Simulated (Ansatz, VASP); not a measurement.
# One calculation of NaTa4F, two programs

```xyz
6
Lattice="0.0000 3.9582 3.9582 3.9582 0.0000 3.9582 3.9582 3.9582 0.0000" Properties=species:S:1:pos:R:3 pbc="T T T"
Na    1.9791    1.9791    1.9791
Ta    4.9196    4.9196    4.9196
Ta    2.9968    2.9968    4.9196
Ta    2.9968    4.9196    2.9968
Ta    4.9196    2.9968    2.9968
F     0.0000    0.0000    0.0000
```

Change from the starting cell: species swapped into the NdInNi4 type (F-43m, No. 216).

Alike in both runs: functional PBE; k mesh 8 × 8 × 8; occupations gaussian, width 0.1 eV; no spin polarisation.

Ansatz relaxed the structure, and its values are those at the end. VASP's run is a single point on that final structure, the one shown.

|  | VASP | Ansatz |
| --- | --- | --- |
| version | VASP 6.6.1 | Ansatz 0.2.0 |
| potentials or method | VASP PAW PBE potentials, release 64 (Na_pv, Ta_pv, F), cutoff 520 eV | scalar-relativistic, plane waves, PAW |
| valence electrons in the cell | 58 | 68 |

```csv
,VASP,Ansatz,Ansatz less VASP
gap on the k mesh at the Fermi level (eV),none,none,-
pressure (GPa),0.0,0.0,+0.03
```

A gap of «none» marks a metal or a gap that the smearing closes. VASP's potentials hold 58 valence electrons a cell and Ansatz's 68, so a difference there can come from the potentials and not from the codes.

Spin-orbit coupling is off throughout.
